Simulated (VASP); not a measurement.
# Mo in VASP: further runs

Mo is run at these levels: LDA; tasks: single point.

Everything below comes from runs of VASP 6.6.1. Logs are shortened: lines on timing, memory, paths and dates and some standing lists are left out, and cuts for length are marked.

### 1 The cell of the first run

The cell holds a slab with vacuum, 5 atoms: a = 3.111 Å, b = 3.111 Å, c = 22.222 Å, α = 90.00°, β = 90.00°, γ = 90.00°.

### 2 Single point, LDA

The input, INCAR:

```
SYSTEM = Mo
PREC = Accurate
ENCUT = 520
EDIFF = 1E-7
ISMEAR = -1
SIGMA = 0.08
LREAL = .False.
LASPH = .True.
NELM = 100
ALGO = Normal
ISIF = 2
LWAVE = .False.
LCHARG = .False.
LDIPOL = .True.
IDIPOL = 3
DIPOL = 0.5 0.5 0.500
NBANDS = 43
```

The input, KPOINTS:

```
regular mesh
0
Gamma
  11 11 1
  0 0 0
```

The input, POSCAR:

```
Mo
1.0
    3.1112033377      0.0000000000      0.0000000000
    0.0000000000      3.1112033377      0.0000000000
    0.0000000000      0.0000000000     22.2224000000
Mo
5
Direct
    0.0000000000      0.0000000000      0.3599969700
    0.5000000000      0.5000000000      0.4299984848
    0.0000000000      0.0000000000      0.5000000000
    0.5000000000      0.5000000000      0.5700015152
    0.0000000000      0.0000000000      0.6400030300
```

Potentials or basis: VASP PAW LDA potentials, release 64 (Mo_sv).

Run with:

```
$ cat potpaw_LDA.64/Mo_sv/POTCAR > POTCAR
$ mpirun -np 1 vasp_std > vasp.out
```

OUTCAR:

```text
SYSTEM = Mo
   PREC = Accurate
   ENCUT = 520
   EDIFF = 1E-7
   ISMEAR = -1
   LREAL = .False.
   LASPH = .True.
   NELM = 100
   ISIF = 2

 ion  position               nearest neighbor table
   1  0.000  0.000  0.360-   2 2.69   2 2.69   2 2.69   2 2.69   3 3.11
   2  0.500  0.500  0.430-   1 2.69   1 2.69   1 2.69   1 2.69   3 2.69   3 2.69   3 2.69   3 2.69
                             4 3.11
   3  0.000  0.000  0.500-   2 2.69   4 2.69   2 2.69   4 2.69   2 2.69   4 2.69   2 2.69   4 2.69
                             1 3.11   5 3.11
   4  0.500  0.500  0.570-   5 2.69   5 2.69   5 2.69   5 2.69   3 2.69   3 2.69   3 2.69   3 2.69
                             2 3.11
   5  0.000  0.000  0.640-   4 2.69   4 2.69   4 2.69   4 2.69   3 3.11

  LATTYP: Found a simple tetragonal cell.
 ALAT       =     3.1112033377
 C/A-ratio  =     7.1427025456

  Lattice vectors:

 A1 = (   3.1112033377,   0.0000000000,   0.0000000000)
 A2 = (   0.0000000000,   3.1112033377,   0.0000000000)
 A3 = (   0.0000000000,   0.0000000000,  22.2224000000)

Analysis of symmetry for initial positions (statically):
=====================================================================
 Subroutine PRICEL returns:
 Original cell was already a primitive cell.

 Routine SETGRP: Setting up the symmetry group for a
 simple tetragonal supercell.

 Subroutine GETGRP returns: Found 16 space group operations
 (whereof 16 operations were pure point group operations)
 out of a pool of 16 trial point group operations.

The static configuration has the point symmetry D_4h.

Analysis of symmetry for dynamics (positions and initial velocities):
=====================================================================
 Subroutine PRICEL returns:
 Original cell was already a primitive cell.

 Routine SETGRP: Setting up the symmetry group for a
 simple tetragonal supercell.

 Subroutine GETGRP returns: Found 16 space group operations
 (whereof 16 operations were pure point group operations)
 out of a pool of 16 trial point group operations.

The dynamic configuration has the point symmetry D_4h.

 Subroutine INISYM returns: Found 16 space group operations
 (whereof 16 operations are pure point group operations),
 and found     1 'primitive' translations

----------------------------------------------------------------------------------------

                                     Primitive cell

  volume of cell :     215.1036

  direct lattice vectors                    reciprocal lattice vectors
     3.111203338  0.000000000  0.000000000     0.321419043  0.000000000  0.000000000
     0.000000000  3.111203338  0.000000000     0.000000000  0.321419043  0.000000000
     0.000000000  0.000000000 22.222400000     0.000000000  0.000000000  0.044999640

  length of vectors
     3.111203338  3.111203338 22.222400000     0.321419043  0.321419043  0.044999640

  position of ions in fractional coordinates (direct lattice)
     0.000000000  0.000000000  0.359996970
     0.500000000  0.500000000  0.429998485
     0.000000000  0.000000000  0.500000000
     0.500000000  0.500000000  0.570001515
     0.000000000  0.000000000  0.640003030

  ion indices of the primitive-cell ions
   primitive index   ion index
                 1           1
                 2           2
                 3           3
                 4           4
                 5           5

----------------------------------------------------------------------------------------

 KPOINTS: regular mesh

Automatic generation of k-mesh.
 Grid dimensions read from file:
 generate k-points for:   11   11    1

 Generating k-lattice:

  Cartesian coordinates                     Fractional coordinates (reciprocal lattice)
     0.029219913  0.000000000  0.000000000     0.090909091  0.000000000  0.000000000
     0.000000000  0.029219913  0.000000000     0.000000000  0.090909091  0.000000000
     0.000000000  0.000000000  0.044999640     0.000000000  0.000000000  1.000000000

  Length of vectors
     0.029219913  0.029219913  0.044999640

  Shift w.r.t. Gamma in fractional coordinates (k-lattice)
     0.000000000  0.000000000  0.000000000

 Subroutine IBZKPT returns following result:
 ===========================================

 Found     21 irreducible k-points:

 Following reciprocal coordinates:
            Coordinates               Weight
  0.000000  0.000000  0.000000      1.000000
  0.090909  0.000000  0.000000      4.000000
  0.181818  0.000000  0.000000      4.000000
  0.272727  0.000000  0.000000      4.000000
  0.363636  0.000000  0.000000      4.000000
  0.454545  0.000000  0.000000      4.000000
[... 13 lines left out ...]
  0.454545  0.363636  0.000000      8.000000
  0.454545  0.454545  0.000000      4.000000
   k-points           NKPTS =     21   k-points in BZ     NKDIM =     21   number of bands    NBANDS=     43
   number of dos      NEDOS =    301   number of ions     NIONS =      5
   total plane-waves  NPLWV =  96768
   dimension x,y,z NGX =    24 NGY =   24 NGZ =  168
   dimension x,y,z NGXF=    48 NGYF=   48 NGZF=  336
   ions per type =               5
   NGX,Y,Z   is equivalent  to a cutoff of  12.82, 12.82, 12.57 a.u.
   NGXF,Y,Z  is equivalent  to a cutoff of  25.65, 25.65, 25.14 a.u.
 SYSTEM =  Mo
   PREC   = accura    normal or accurate (medium, high low for compatibility)
   ISTART =      0    job   : 0-new  1-cont  2-samecut
   ICHARG =      2    charge: 1-file 2-atom 10-const
   ISPIN  =      1    spin polarized calculation?
   LNONCOLLINEAR =      F non collinear calculations
   LSORBIT =      F    spin-orbit coupling
   LASPH  =      T    aspherical Exc in radial PAW
   ENCUT  =  520.0 eV  38.22 Ry    6.18 a.u.   5.78  5.78 41.32*2*pi/ulx,y,z
   NELM   =    100;   NELMIN=  2; NELMDL= -5     # of ELM steps
   EDIFF  = 0.1E-06   stopping-criterion for ELM
   LREAL  =      F    real-space projection
   EDIFFG = 0.1E-05   stopping-criterion for IOM
   NSW    =      0    number of steps for IOM
   IBRION =     -1    ionic relax: 0-MD 1-quasi-New 2-CG
   NFREE  =      0    steps in history (QN), initial steepest desc. (CG)
   ISIF   =      2    stress and relaxation
   ISYM   =      2    0-nonsym 1-usesym 2-fastsym
   POTIM  = 0.5000    time-step for ionic-motion
   TEBEG  =    0.0;   TEEND  =   0.0 temperature during run
   PSTRESS=    0.0 pullay stress
   NELECT =      70.0000    total number of electrons
   NUPDOWN=      -1.0000    fix difference up-down
   EMIN   =  10.00;   EMAX   =-10.00  energy-range for DOS
   EFERMI =   0.00;   METHOD = LEGACY
   ISMEAR =    -1;   SIGMA  =   0.08  broadening in eV -4-tet -1-fermi 0-gaus
   EFERMI_NEDOS =   21; number of points for ismear=-14 and -15
   IALGO  =     38    algorithm
   IMIX   =      4    mixing-type and parameters
     AMIX     =   0.40;   BMIX     =  1.00
     AMIX_MAG =   1.60;   BMIX_MAG =  1.00
  volume/ion in A,a.u.               =      43.02       290.32
  Fermi-wavevector in a.u.,A,eV,Ry     =   1.126052  2.127929 17.252079  1.267992
  Thomas-Fermi vector in A             =   2.262732
   LORBIT       =      0    0 simple, 1 ext, 2 COOP (PROOUT), +10 PAW based schemes
   GGA     = CA    functional components
   LHFCALC =     F    Hartree Fock is set to
   AEXX    =    0.0000 exact exchange contribution
   IVDW    =     0    specifies the selected vdW correction
   LEPSILON=     F    determine dielectric tensor
   LRPA    =     F    only Hartree local field effects (RPA)
 non-spin polarized calculation
  energy-cutoff  :      520.00
  volume of cell :      215.10
 maximum number of plane-waves:      5840
 NGX is ok and might be reduce to    24
   NGX = 11   NGY = 11   NGZ = 83

 dipolmoment           0.000000      0.000000      0.000000 electrons x Angstroem

 number of electron      69.9999990 magnetization

 dipolmoment           0.000000      0.000000     -0.000000 electrons x Angstroem

 Free energy of the ion-electron system (eV)
  ---------------------------------------------------
  ext. energy  EPLUGINS =         0.00000000
  ---------------------------------------------------
  free energy    TOTEN  =       -55.91578488 eV

  energy without entropy =      -55.76538607  energy(sigma->0) =      -55.84058548

 E-fermi :   1.8319     XC(G=0):  -5.9944

 val. band max:        1.8192051648   @ k =   0.1818   0.1818   0.0000
 cond. band min:       1.8399603849   @ k =   0.4545   0.0000   0.0000
 fundamental gap:      0.0207552201
 Fermi energy:         1.8319351357

 k-point     1 :       0.0000    0.0000    0.0000
  band No.  band energies     occupation
      1     -59.0308      2.00000
      2     -58.7791      2.00000
      3     -58.6876      2.00000
      4     -58.4965      2.00000
      5     -58.4722      2.00000
      6     -33.4973      2.00000
[... 35 lines left out ...]
     42       3.3547      0.00000
     43       3.3547      0.00000

 k-point     2 :       0.0909    0.0000    0.0000
  band No.  band energies     occupation
      1     -59.0213      2.00000
      2     -58.7722      2.00000
      3     -58.6860      2.00000
      4     -58.4995      2.00000
      5     -58.4779      2.00000
      6     -33.5190      2.00000
[... 35 lines left out ...]
     42       3.3145      0.00000
     43       3.8926      0.00000

 k-point     3 :       0.1818    0.0000    0.0000
  band No.  band energies     occupation
      1     -58.9944      2.00000
      2     -58.7527      2.00000
      3     -58.6818      2.00000
      4     -58.5086      2.00000
      5     -58.4942      2.00000
      6     -33.5961      2.00000
[... 35 lines left out ...]
     42       3.1337      0.00000
     43       3.8338      0.00000

 k-point     4 :       0.2727    0.0000    0.0000
  band No.  band energies     occupation
      1     -58.9554      2.00000
      2     -58.7240      2.00000
      3     -58.6773      2.00000
      4     -58.5237      2.00000
      5     -58.5182      2.00000
      6     -33.7043      2.00000
[... 725 lines left out ...]
     42       4.0971      0.00000
     43       4.2092      0.00000

 k-point    20 :       0.4545    0.3636    0.0000
  band No.  band energies     occupation
      1     -58.8605      2.00000
      2     -58.6555      2.00000
      3     -58.6432      2.00000
      4     -58.5431      2.00000
      5     -58.5429      2.00000
      6     -33.8214      2.00000
[... 35 lines left out ...]
     42       4.1968      0.00000
     43       4.3740      0.00000

 k-point    21 :       0.4545    0.4545    0.0000
  band No.  band energies     occupation
      1     -58.8559      2.00000
      2     -58.6516      2.00000
      3     -58.6388      2.00000
      4     -58.5399      2.00000
      5     -58.5397      2.00000
      6     -33.8637      2.00000
[... 35 lines left out ...]
     42       4.3577      0.00000
     43       4.4893      0.00000

------------------------ aborting loop because EDIFF is reached ----------------------------------------

 vacuum level on the upper side and lower side of the slab       (xc-potential included)        -0.123        -0.123

  FORCE on cell =-STRESS in cart. coord.  units (eV):
  Direction    XX          YY          ZZ          XY          YZ          ZX
  --------------------------------------------------------------------------------------
  -------------------------------------------------------------------------------------
  Total       -7.9647400     -7.9647400     -5.1419604      0.0000000      0.0000000      0.0000000
  in kB      -59.3245475    -59.3245475    -38.2993639      0.0000000      0.0000000      0.0000000
  external PRESSURE =     -52.3161529 kB  Pullay stress =       0.0000000 kB

 VOLUME and BASIS-vectors are now :
 -----------------------------------------------------------------------------
  energy-cutoff  :      520.00
  volume of cell :      215.10
      direct lattice vectors                 reciprocal lattice vectors
     3.111203338  0.000000000  0.000000000     0.321419043  0.000000000  0.000000000
     0.000000000  3.111203338  0.000000000     0.000000000  0.321419043  0.000000000
     0.000000000  0.000000000 22.222400000     0.000000000  0.000000000  0.044999640

 POSITION                                       TOTAL-FORCE (eV/Angst)
 -----------------------------------------------------------------------------------
      0.00000      0.00000      8.00000         0.000000     -0.000000      1.482202
      1.55560      1.55560      9.55560         0.000000      0.000000     -1.322521
      0.00000      0.00000     11.11120         0.000000     -0.000000      0.000000
      1.55560      1.55560     12.66680        -0.000000      0.000000      1.322521
      0.00000      0.00000     14.22240        -0.000000     -0.000000     -1.482202
 -----------------------------------------------------------------------------------
    total drift:                                0.000000     -0.000000     -0.000000

  FREE ENERGIE OF THE ION-ELECTRON SYSTEM (eV)
  ---------------------------------------------------
  free  energy   TOTEN  =       -55.9157848844 eV

  energy  without entropy=      -55.7653860678  energy(sigma->0) =      -55.84058548

 vacuum level on the upper side and lower side of the slab         6.049         6.049
```

Run time: 8.3 min. Hardware: 1 thread of Intel Xeon 6975P-C, shared host; peak memory 0.31 GiB.

Results:

```
Free energy            : -55.9158 eV
Largest force          : 1.482 eV/Å
Band gap on the k mesh : zero (band 35 reaches 3.42 eV, above the bottom of band 36 at 1.62 eV)
```

Forces on the atoms (eV/Å):
```
Mo   0.000  0.000  1.482
Mo   0.000  0.000 -1.323
Mo   0.000  0.000  0.000
Mo   0.000  0.000  1.323
Mo   0.000  0.000 -1.482
```

### 3 Single point, LDA

The input, INCAR:

```
SYSTEM = Mo
PREC     = Accurate       ! precision mode
ENCUT    = 520            ! plane-wave cutoff, eV
EDIFF    = 1E-7           ! SCF threshold, eV
ISMEAR   = -1             ! smearing method
SIGMA    = 0.08           ! smearing width, eV
LREAL    = .False.        ! projectors in reciprocal space
LASPH    = .True.         ! aspherical terms in the spheres
NELM     = 80             ! most SCF steps
ALGO     = Normal         ! electronic algorithm
ISIF     = 2              ! what is computed and relaxed
LWAVE    = .False.        ! write WAVECAR
LCHARG   = .False.        ! write CHGCAR
LDIPOL   = .True.       
IDIPOL   = 3            
DIPOL    = 0.5 0.5 0.500
NBANDS   = 43             ! bands
```

The input, KPOINTS:

```
Automatic mesh
0
Gamma
  11 11 1
  0 0 0
```

The input, POSCAR:

```
Mo
1.0
    3.1112033377      0.0000000000      0.0000000000
    0.0000000000      3.1112033377      0.0000000000
    0.0000000000      0.0000000000     22.2224000000
Mo
5
Direct
    0.0000000000      0.0000000000      0.3666937338
    0.5000000000      0.5000000000      0.4285887491
    0.0000000000      0.0000000000      0.4999999989
    0.5000000000      0.5000000000      0.5714112521
    0.0000000000      0.0000000000      0.6333062661
```

Potentials or basis: VASP PAW LDA potentials, release 64 (Mo_sv).

Run with:

```
$ cat potpaw_LDA.64/Mo_sv/POTCAR > POTCAR
$ mpirun -np 1 vasp_std > vasp.out
```

Wall time 7.2 min (1 thread of Intel Xeon 6975P-C, shared host); peak memory 0.32 GiB.

The run converged. Its results:

```
Free energy            : -56.1803 eV
Largest force          : 0.084 eV/Å
Band gap on the k mesh : zero (band 35 reaches 3.25 eV, above the bottom of band 36 at 1.60 eV)
```

Forces in eV/Å, atoms in the order of the input:
```
Mo   0.000  0.000 -0.084
Mo   0.000  0.000  0.011
Mo   0.000  0.000  0.000
Mo   0.000  0.000 -0.011
Mo   0.000  0.000  0.084
```

Levels at points of the mesh, in eV from the Fermi level:
| k point | band 32 | band 33 | band 34 | band 35 | band 36 | band 37 | band 38 | band 39 |
| --- | --- | --- | --- | --- | --- | --- | --- | --- |
| (0.00, 0.00, 0.00) | -0.83 | -0.83 | -0.63 | -0.14 | -0.14 | -0.08 | -0.07 | 0.00 |

### 4 Single point, LDA

The input, INCAR:

```
PREC = Accurate
ENCUT = 520
EDIFF = 1E-6
ISMEAR = -1
SIGMA = 0.08
LREAL = F
LASPH = T
NELM = 80
ALGO = Normal
ISIF = 2
LWAVE = F
LCHARG = F
LDIPOL = T
IDIPOL = 3
DIPOL = 0.5 0.5 0.500
GGA = CA
NBANDS = 43
```

The input, KPOINTS:

```
regular mesh
0
Gamma
  11 11 1
```

POSCAR is that of step 3.

Run with:

```
$ cat potpaw_LDA.64/Mo_sv/POTCAR > POTCAR
$ mpirun -np 1 vasp_std > vasp.out
```

Run time: 4.9 min. Hardware: 1 thread of Intel Xeon 6975P-C, shared host; peak memory 0.32 GiB.

Results (log left out):

```
Free energy            : -56.1803 eV
Largest force          : 0.084 eV/Å
Band gap on the k mesh : zero (band 35 reaches 3.25 eV, above the bottom of band 36 at 1.60 eV)
```

Forces on the atoms (eV/Å):
```
Mo   0.000  0.000 -0.084
Mo   0.000  0.000  0.011
Mo   0.000  0.000  0.000
Mo   0.000  0.000 -0.011
Mo   0.000  0.000  0.084
```

Levels at points of the mesh, in eV from the Fermi level:
| k point | band 31 | band 32 | band 33 | band 34 | band 35 | band 36 | band 37 | band 38 | band 39 | band 40 |
| --- | --- | --- | --- | --- | --- | --- | --- | --- | --- | --- |
| (0.00, 0.00, 0.00) | -1.31 | -0.83 | -0.83 | -0.63 | -0.14 | -0.14 | -0.08 | -0.07 | 0.00 | 1.16 |
